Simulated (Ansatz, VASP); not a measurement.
## TaN: VASP beside Ansatz

File INCAR:

```
SYSTEM = TaN
PREC = Accurate
ENCUT = 600
EDIFF = 1E-6
ISMEAR = 0
SIGMA = 0.1
LREAL = .FALSE.
LASPH = .TRUE.
NELM = 80
ALGO = Normal
ISIF = 3
LWAVE = .FALSE.
LCHARG = .FALSE.
GGA = PS
IBRION = 2
NSW = 80
EDIFFG = -0.01
```

Contents of KPOINTS:

```
Automatic mesh
0
G
  18 18 8
  0 0 0
```

The input POSCAR:

```
TaN
1.0
    2.9443661978      0.0000000000      0.0000000000
   -1.4721830989      2.5498959253      0.0000000000
    0.0000000000      0.0000000000      5.5645516253
Ta N
2 2
Direct
    0.6666666667      0.3333333333      0.7500000000
    0.3333333333      0.6666666667      0.2500000000
    0.0000000000      0.0000000000      0.0000000000
    0.0000000000      0.0000000000      0.5000000000
```

Input for Ansatz:

```yaml
crystal:
  lattice:
    - [2.9443661978, 0.0, 0.0]
    - [-1.4721830989, 2.5498959253, 0.0]
    - [0.0, 0.0, 5.5645516253]
  atoms:
    - { symbol: Ta, position: [0.6666666667, 0.3333333333, 0.75] }
    - { symbol: Ta, position: [0.3333333333, 0.6666666667, 0.25] }
    - { symbol: "N", position: [0.0, 0.0, 0.0] }
    - { symbol: "N", position: [0.0, 0.0, 0.5] }
basis:
  ecutwfc: 420
kpoints:
  mp_grid: { grid: [18, 18, 8] }
hamiltonian:
  xc: pbesol
scf:
  occupations: { method: gaussian, width: 0.1 }
output:
  forces: true
  stress: true
  eigenvalues: true
  write_density: true
  write_potential: true
  elf: true
  volumetric_format: npy
relax:
  adjacent_minimum: "off"
  f_tol: 0.01
  max_steps: 60
  cell: { stress_tol: 0.1 }
```

Alike in both runs: task relaxation of cell and atoms; functional PBEsol; k mesh 18 × 18 × 8; occupations gaussian, width 0.1 eV; no spin polarisation.

```csv
,VASP,Ansatz
version,VASP 6.6.1,Ansatz 0.2.0
potentials or method,"VASP PAW PBE potentials, release 64 (Ta_pv, N), cutoff 600 eV","scalar-relativistic, plane waves, PAW"
valence electrons in the cell,32,36
```

Ansatz gave:

| Property | Result |
| --- | --- |
| gap on the k mesh at the Fermi level, each at its own relaxed structure (eV) | none |
| relaxed volume (Å³/atom) | 10.44 |
| relaxed length of the cell vector where the two differ most in proportion (Å) | 5.564 |

Question: Estimate VASP's values.

Answer: gap on the k mesh at the Fermi level, each at its own relaxed structure (eV): none; relaxed volume (Å³/atom): 10.46; relaxed length of the cell vector where the two differ most in proportion (Å): 5.569.

VASP's potentials were made for PBE, not for PBEsol. A gap of «none» marks a metal or a gap that the smearing closes. VASP's potentials hold 32 valence electrons a cell and Ansatz's 36, so a difference there can come from the potentials and not from the codes.

Neither program's run includes spin-orbit coupling.
